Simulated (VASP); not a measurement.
# WS2 in VASP: further runs, part 2 of 2

VASP 6.6.1. The steps go on from the part before.

## Step 5: Single point, r2SCAN+U

File POSCAR:

```
WS2
1.0
    3.1829541699      0.0000000000      0.0000000000
   -1.5914770850      2.7565191702      0.0000000000
    0.0000000000      0.0000000000     28.5322178600
W S
3 6
Direct
    0.6666666667      0.3333333333      0.4343616800
    0.6666666667      0.3333333333      0.8855337800
    0.0000000000      0.0000000000      0.6592864300
    0.6666666667      0.3333333333      0.6046252100
    0.0000000000      0.0000000000      0.3797102500
    0.0000000000      0.0000000000      0.8308482800
    0.6666666667      0.3333333333      0.7139522100
    0.0000000000      0.0000000000      0.4890304200
    0.0000000000      0.0000000000      0.9401857300
```

File INCAR.step1:

```
PREC = Accurate
ENCUT = 520
ISMEAR = -1
SIGMA = 0.05
LREAL = False
LASPH = True
NELM = 150
LMAXMIX = 4
LDAU = True
LDAUTYPE = 2
LDAUL = 2 -1
LDAUU = 3 0
LDAUJ = 0 0
NBANDS = 49
GGA = PE
ALGO = Normal
EDIFF = 1E-4
LWAVE = True
LCHARG = False
```

File INCAR.step2:

```
PREC = Accurate
ENCUT = 520
EDIFF = 1E-6
ISMEAR = -1
SIGMA = 0.05
LREAL = False
LASPH = True
NELM = 150
ALGO = Normal
ISIF = 2
LWAVE = False
LCHARG = False
LMAXMIX = 4
LDAU = True
LDAUTYPE = 2
LDAUL = 2 -1
LDAUU = 3 0
LDAUJ = 0 0
LDAUPRINT = 1
METAGGA = R2SCAN
LMIXTAU = True
NBANDS = 49
ISTART = 1
```

File KPOINTS:

```
Automatic mesh
0
Gamma
  7 7 1
```

Potentials or basis: VASP PAW PBE potentials, release 64 (W_sv, S).

The run is started by

```sh
cat potpaw_PBE.64/W_sv/POTCAR potpaw_PBE.64/S/POTCAR > POTCAR
cp INCAR.step1 INCAR
mpirun -np 1 vasp_std > vasp.out
cp INCAR.step2 INCAR
mpirun -np 1 vasp_std > vasp.out
```

OUTCAR:

```text
PREC = Accurate
   ENCUT = 520
   EDIFF = 1E-6
   ISMEAR = -1
   LREAL = False
   LASPH = True
   NELM = 150
   ISIF = 2
   METAGGA = R2SCAN
   ISTART = 1

 ion  position               nearest neighbor table
   1  0.667  0.333  0.434-   5 2.41   5 2.41   5 2.41   8 2.41   8 2.41   8 2.41
   2  0.667  0.333  0.886-   9 2.41   9 2.41   9 2.41   6 2.41   6 2.41   6 2.41
   3  0.000  0.000  0.659-   4 2.41   4 2.41   4 2.41   7 2.41   7 2.41   7 2.41
   4  0.667  0.333  0.605-   3 2.41   3 2.41   3 2.41
   5  0.000  0.000  0.380-   1 2.41   1 2.41   1 2.41
   6  0.000  0.000  0.831-   2 2.41   2 2.41   2 2.41
   7  0.667  0.333  0.714-   3 2.41   3 2.41   3 2.41
   8  0.000  0.000  0.489-   1 2.41   1 2.41   1 2.41
   9  0.000  0.000  0.940-   2 2.41   2 2.41   2 2.41

  LATTYP: Found a hexagonal cell.
 ALAT       =     3.1829541699
 C/A-ratio  =     8.9640680754

  Lattice vectors:

 A1 = (   3.1829541699,   0.0000000000,   0.0000000000)
 A2 = (  -1.5914770850,   2.7565191702,   0.0000000000)
 A3 = (   0.0000000000,   0.0000000000,  28.5322178600)

Analysis of symmetry for initial positions (statically):
=====================================================================
 Subroutine PRICEL returns:
 Original cell was already a primitive cell.

 Routine SETGRP: Setting up the symmetry group for a
 hexagonal supercell.

 Subroutine GETGRP returns: Found  6 space group operations
 (whereof  6 operations were pure point group operations)
 out of a pool of 24 trial point group operations.

The static configuration has the point symmetry C_3v.

Analysis of symmetry for dynamics (positions and initial velocities):
=====================================================================
 Subroutine PRICEL returns:
 Original cell was already a primitive cell.

 Routine SETGRP: Setting up the symmetry group for a
 hexagonal supercell.

 Subroutine GETGRP returns: Found  6 space group operations
 (whereof  6 operations were pure point group operations)
 out of a pool of 24 trial point group operations.

The dynamic configuration has the point symmetry C_3v.

 Subroutine INISYM returns: Found  6 space group operations
 (whereof  6 operations are pure point group operations),
 and found     1 'primitive' translations

----------------------------------------------------------------------------------------

                                     Primitive cell

  volume of cell :     250.3381

  direct lattice vectors                    reciprocal lattice vectors
     3.182954170  0.000000000  0.000000000     0.314173547  0.181388182  0.000000000
    -1.591477085  2.756519170  0.000000000     0.000000000  0.362776363  0.000000000
     0.000000000  0.000000000 28.532217860     0.000000000  0.000000000  0.035048099

  length of vectors
[... 93 lines left out ...]
   EFERMI =   0.00;   METHOD = LEGACY
   ISMEAR =    -1;   SIGMA  =   0.05  broadening in eV -4-tet -1-fermi 0-gaus
   EFERMI_NEDOS =   21; number of points for ismear=-14 and -15
   IALGO  =     38    algorithm
   IMIX   =      4    mixing-type and parameters
     AMIX     =   0.40;   BMIX     =  1.00
     AMIX_MAG =   1.60;   BMIX_MAG =  1.00
  volume/ion in A,a.u.               =      27.82       187.71
  Fermi-wavevector in a.u.,A,eV,Ry     =   1.109849  2.097311 16.759190  1.231766
  Thomas-Fermi vector in A             =   2.246394
   LORBIT       =      0    0 simple, 1 ext, 2 COOP (PROOUT), +10 PAW based schemes
 LDA+U is selected, type is set to LDAUTYPE =  2
   angular momentum for each species LDAUL =     2   -1
   U (eV)           for each species LDAUU =   3.0  0.0
   J (eV)           for each species LDAUJ =   0.0  0.0
   METAGGA = R2SCAN    functional components
   LHFCALC =     F    Hartree Fock is set to
   AEXX    =    0.0000 exact exchange contribution
   IVDW    =     0    specifies the selected vdW correction
   LEPSILON=     F    determine dielectric tensor
   LRPA    =     F    only Hartree local field effects (RPA)
 non-spin polarized calculation
  energy-cutoff  :      520.00
  volume of cell :      250.34
 maximum number of plane-waves:      6780
 NGX is ok and might be reduce to    24
   NGX = 11   NGY = 11   NGZ =107

atom =   1  type =  1  l = 2

 onsite density matrix

spin component  1
[... 83 lines left out ...]
  o =  0.3168  v =  0.0002  0.8024 -0.0000  0.5968  0.0003  0.0000  0.0000  0.0000  0.0000  0.0000      0.0000  0.0000  0.0000  0.0000  0.0000  0.0000  0.0000  0.0000  0.0000  0.0000
  o =  0.3168  v =  0.0000  0.0000  0.0000  0.0000  0.0000  0.0002  0.8024 -0.0000  0.5968  0.0003      0.0000  0.0000  0.0000  0.0000  0.0000  0.0000  0.0000  0.0000  0.0000  0.0000
  o =  0.3168  v =  0.0000  0.0000  0.0000  0.0000  0.0000  0.0003 -0.5968 -0.0000  0.8024 -0.0002      0.0000  0.0000  0.0000  0.0000  0.0000  0.0000  0.0000  0.0000  0.0000  0.0000
  o =  0.3168  v =  0.0003 -0.5968 -0.0000  0.8024 -0.0002  0.0000  0.0000  0.0000  0.0000  0.0000      0.0000  0.0000  0.0000  0.0000  0.0000  0.0000  0.0000  0.0000  0.0000  0.0000
  o =  0.3305  v =  0.7262 -0.0002 -0.0000 -0.0003  0.6874  0.0000  0.0000  0.0000  0.0000  0.0000      0.0000  0.0000  0.0000  0.0000  0.0000  0.0000  0.0000  0.0000  0.0000  0.0000
  o =  0.3305  v =  0.0000  0.0000  0.0000  0.0000  0.0000  0.7262 -0.0002 -0.0000 -0.0003  0.6874      0.0000  0.0000  0.0000  0.0000  0.0000  0.0000  0.0000  0.0000  0.0000  0.0000
  o =  0.3305  v =  0.6874  0.0003 -0.0000 -0.0002 -0.7262  0.0000  0.0000  0.0000  0.0000  0.0000      0.0000  0.0000  0.0000  0.0000  0.0000  0.0000  0.0000  0.0000  0.0000  0.0000
  o =  0.3305  v =  0.0000  0.0000  0.0000  0.0000  0.0000  0.6874  0.0003 -0.0000 -0.0002 -0.7262      0.0000  0.0000  0.0000  0.0000  0.0000  0.0000  0.0000  0.0000  0.0000  0.0000
  o =  0.3644  v =  0.0000  0.0000  1.0000 -0.0000 -0.0000  0.0000  0.0000  0.0000  0.0000  0.0000      0.0000  0.0000  0.0000  0.0000  0.0000  0.0000  0.0000  0.0000  0.0000  0.0000
  o =  0.3644  v =  0.0000  0.0000  0.0000  0.0000  0.0000  0.0000  0.0000  1.0000 -0.0000 -0.0000      0.0000  0.0000  0.0000  0.0000  0.0000  0.0000  0.0000  0.0000  0.0000  0.0000

 number of electron      78.0000002 magnetization

 Free energy of the ion-electron system (eV)
  ---------------------------------------------------
  ext. energy  EPLUGINS =         0.00000000
  ---------------------------------------------------
  free energy    TOTEN  =      -200.17615586 eV

  energy without entropy =     -200.17615585  energy(sigma->0) =     -200.17615586

 E-fermi :   3.4091     XC(G=0):  -7.8132

 val. band max:        2.6538273598   @ k =   0.0000   0.0000   0.0000
 cond. band min:       4.2583957155   @ k =   0.1429   0.1429   0.0000
 fundamental gap:      1.6045683556
 Fermi energy:         3.4091063569

 k-point     1 :       0.0000    0.0000    0.0000
  band No.  band energies     occupation
      1     -74.2358      2.00000
      2     -74.2347      2.00000
      3     -74.2346      2.00000
      4     -37.7798      2.00000
      5     -37.7783      2.00000
      6     -37.7782      2.00000
[... 405 lines left out ...]
     48       6.3128      0.00000
     49       7.7914      0.00000

------------------------ aborting loop because EDIFF is reached ----------------------------------------

  FORCE on cell =-STRESS in cart. coord.  units (eV):
  Direction    XX          YY          ZZ          XY          YZ          ZX
  --------------------------------------------------------------------------------------
  -------------------------------------------------------------------------------------
  Total        2.4951388      2.4951388      2.7740621     -0.0000000      0.0000000      0.0000000
  in kB       15.9690231     15.9690231     17.7541473     -0.0000000      0.0000000      0.0000000
  external PRESSURE =      16.5640645 kB  Pullay stress =       0.0000000 kB

 VOLUME and BASIS-vectors are now :
 -----------------------------------------------------------------------------
  energy-cutoff  :      520.00
  volume of cell :      250.34
      direct lattice vectors                 reciprocal lattice vectors
     3.182954170  0.000000000  0.000000000     0.314173547  0.181388182  0.000000000
    -1.591477085  2.756519170  0.000000000     0.000000000  0.362776363  0.000000000
     0.000000000  0.000000000 28.532217860     0.000000000  0.000000000  0.035048099

 POSITION                                       TOTAL-FORCE (eV/Angst)
 -----------------------------------------------------------------------------------
      1.59148      0.91884     12.39330        -0.000000     -0.000000     -0.007335
      1.59148      0.91884     25.26624        -0.000000     -0.000000     -0.002334
      0.00000      0.00000     18.81090        -0.000000     -0.000000      0.004205
      1.59148      0.91884     17.25130        -0.000000     -0.000000     -0.273024
      0.00000      0.00000     10.83398         0.000000     -0.000000     -0.287343
      0.00000      0.00000     23.70594         0.000000     -0.000000     -0.266882
      1.59148      0.91884     20.37064        -0.000000     -0.000000      0.277574
      0.00000      0.00000     13.95312         0.000000     -0.000000      0.269314
      0.00000      0.00000     26.82558        -0.000000      0.000000      0.285825
 -----------------------------------------------------------------------------------
    total drift:                               -0.000000      0.000000      0.000221

  FREE ENERGIE OF THE ION-ELECTRON SYSTEM (eV)
  ---------------------------------------------------
  free  energy   TOTEN  =      -200.1761558649 eV

  energy  without entropy=     -200.1761558455  energy(sigma->0) =     -200.17615586
```

Run time: 7.8 min. Hardware: 1 thread of AMD EPYC 9R45 (Zen 5), shared host; peak memory 0.39 GiB.

Results:

* Free energy: -200.1762 eV
* Largest force: 0.287 eV/Å
* Band gap on the k mesh: 1.60 eV, indirect (least direct gap 2.48 eV)

Forces on the atoms (eV/Å):
```
W    0.000  0.000 -0.007
W    0.000  0.000 -0.002
W    0.000  0.000  0.004
S    0.000  0.000 -0.273
S    0.000  0.000 -0.287
S    0.000  0.000 -0.267
S    0.000  0.000  0.278
S    0.000  0.000  0.269
S    0.000  0.000  0.286
```

Levels at points of the mesh, in eV from the valence-band top:
```csv
k point,band 37,band 38,band 39,band 40,band 41,band 42
"(0.00, 0.00, 0.00)",-0.70,-0.31,0.00,2.65,2.65,2.65
```

Eigenvalues of the final occupation matrices:
```
    site  spin  trace               eigenvalues
site 1 d     1   1.66  0.32 0.32 0.33 0.33 0.36
site 1 d     2   1.66  0.32 0.32 0.33 0.33 0.36
site 2 d     1   1.66  0.32 0.32 0.33 0.33 0.36
site 2 d     2   1.66  0.32 0.32 0.33 0.33 0.36
site 3 d     1   1.66  0.32 0.32 0.33 0.33 0.36
site 3 d     2   1.66  0.32 0.32 0.33 0.33 0.36
```

Caveat: the PAW data sets were made with another functional, which shifts forces and pressure a little; spin-orbit coupling is left out, which moves the levels of the heavy elements.

## Step 6: The runs side by side

| level | U | cell | k mesh | gap on the mesh (eV) | largest force (eV/Å) |
| --- | --- | --- | --- | --- | --- |
| PBEsol | - | a = 3.183, b = 3.183, c = 28.532 Å, angles 90.0, 90.0, 120.0°, 9 atoms | 10 × 10 × 1 | 1.45 | 0.10 |
| PBEsol | - | a = 3.146, b = 3.146, c = 28.365 Å, angles 90.0, 90.0, 120.0°, 9 atoms | 10 × 10 × 1 | 1.43 | 0.03 |
| r2SCAN+U | W d U = 2.0 eV | a = 3.183, b = 3.183, c = 28.532 Å, angles 90.0, 90.0, 120.0°, 9 atoms | 7 × 7 × 1 | 1.60 | 0.19 |
| r2SCAN+U | W d U = 3.0 eV | a = 3.183, b = 3.183, c = 28.532 Å, angles 90.0, 90.0, 120.0°, 9 atoms | 7 × 7 × 1 | 1.60 | 0.29 |

Alike in all rows: task single point; potentials or basis VASP PAW PBE potentials, release 64 (W_sv, S); no spin polarisation; cutoff (eV) 520; smearing fermi-dirac 0.05 eV.

On the cell as given the gap runs from 1.45 eV (PBEsol) to 1.60 eV (r2SCAN+U); the meshes differ, which moves gaps too.

Caveats: the PAW data sets were made with another functional, which shifts forces and pressure a little; spin-orbit coupling is left out, which moves the levels of the heavy elements.

Total energies depend on the potentials used, so only differences within one code and one set of settings carry meaning.
